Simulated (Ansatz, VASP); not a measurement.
# Two plane-wave programs on MnS

File INCAR:

```
SYSTEM = MnS
PREC = Accurate ; ENCUT = 600
EDIFF = 1E-6 ; ISMEAR = -1
SIGMA = 0.05 ; LREAL = .False.
LASPH = .True. ; NELM = 150
ALGO = Normal ; ISIF = 3
LWAVE = .False. ; LCHARG = .False.
ISPIN = 2 ; MAGMOM = 4 0
LORBIT = 11 ; LMAXMIX = 4
IBRION = 2 ; NSW = 60
EDIFFG = -0.01
```

KPOINTS

```
Automatic mesh
0
Gamma
  9 9 9
  0 0 0
```

POSCAR

```
MnS
1.0
    0.0000000000      2.6045000000      2.6045000000
    2.6045000000      0.0000000000      2.6045000000
    2.6045000000      2.6045000000      0.0000000000
Mn S
1 1
Direct
    0.0000000000      0.0000000000      0.0000000000
    0.5000000000      0.5000000000      0.5000000000
```

The input input.yaml:

```yaml
crystal:
  lattice:
    - [0.0, 2.6045, 2.6045]
    - [2.6045, 0.0, 2.6045]
    - [2.6045, 2.6045, 0.0]
  atoms:
    - { symbol: Mn, position: [0.0, 0.0, 0.0], spin: 4.0 }
    - { symbol: S, position: [0.5, 0.5, 0.5] }
hamiltonian:
  xc: lda
  pseudopotentials: { kind: paw }
magnetization:
  spin_polarized: true
kpoints:
  mp_grid: { grid: [9, 9, 9] }
scf:
  occupations: { method: fermi_dirac, width: 0.05 }
output:
  forces: true
  stress: true
  write_density: true
  write_potential: true
  elf: true
  volumetric_format: npy
relax:
  f_tol: 0.01
  max_steps: 40
  cell: { stress_tol: 0.05 }
```

Alike in both runs: task relaxation of cell and atoms; functional LDA; k mesh 9 × 9 × 9; occupations fermi-dirac, width 0.05 eV; collinear spin.

|  | VASP | Ansatz |
| --- | --- | --- |
| version | VASP 6.6.1 | Ansatz 0.2.0 |
| potentials or method | VASP PAW LDA potentials, release 64 (Mn_pv, S) | Ansatz PAW |
| plane-wave cutoff (eV) | 600 | 420 |
| valence electrons in the cell | 19 | 21 |

```csv
,VASP,Ansatz,Ansatz less VASP
"gap on the k mesh at the Fermi level, each at its own relaxed structure (eV)",none,none,-
net moment per atom (μB),1.75,1.82,+0.062
size of the moment on the site where the two differ most (μB),0.05,0.09,+0.040
relaxed volume (Å³/atom),13.71,13.87,+0.159
relaxed length of the cell vector where the two differ most in proportion (Å),3.385,3.398,+0.0130
```

LDA's correlation is that of Perdew and Zunger in VASP and of Perdew and Wang (1992) in Ansatz. Site moments also hang on the region over which each program counts them. A gap of «none» marks a metal or a gap that the smearing closes. VASP's potentials hold 19 valence electrons a cell and Ansatz's 21, so a difference there can come from the potentials and not from the codes.

Noted on VASP's run: the volume moved by over 15 % at a fixed basis, so the end points are rough. Noted on Ansatz's run: the volume moved by over 15 % at a fixed basis, so the end points are rough; the plane-wave basis is chosen anew once the cell has moved, so the energies of steps on either side of that aren't comparable.
